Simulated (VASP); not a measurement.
A run of VASP 6.6.1:

Contents of INCAR:

```
SYSTEM = GaAs
ALGO     = Normal         ! electronic algorithm
EDIFF    = 1E-6           ! SCF threshold, eV
ENCUT    = 520            ! plane-wave cutoff, eV
GGA      = PE             ! functional
ISIF     = 2              ! what is computed and relaxed
ISMEAR   = -1             ! smearing method
LASPH    = .True.         ! aspherical terms in the spheres
LCHARG   = .False.        ! write CHGCAR
LREAL    = .False.        ! projectors in reciprocal space
LWAVE    = .False.        ! write WAVECAR
NBANDS   = 16             ! bands
NELM     = 80             ! most SCF steps
PREC     = Accurate       ! precision mode
SIGMA    = 0.05           ! smearing width, eV
```

Contents of KPOINTS:

```
k-points
0
Gamma
  13 13 13
  0 0 0
```

File POSCAR:

```
GaAs
1.0
    3.3670207086      0.0000000000      0.0000000000
    0.0000000000      3.3670207086      0.0000000000
    0.0000000000      0.0000000000      3.3670207086
Ga As
1 1
Direct
    0.0000000000      0.0000000000      0.0000000000
    0.5000000000      0.5000000000      0.5000000000
```

Potentials or basis: VASP PAW PBE potentials, release 64 (Ga_d, As).

Run with:

```sh
$ cat potpaw_PBE.64/Ga_d/POTCAR potpaw_PBE.64/As/POTCAR > POTCAR
$ mpirun -np 1 vasp_std > vasp.out
```

Hardware: 1 thread of Intel Xeon 6975P-C (shared host).

Q: Estimate the wall time of this run.

A: It took 32 s on 1 thread of Intel Xeon 6975P-C (shared host), peak memory 0.19 GiB. Counts: scf iterations 11, k points 84.
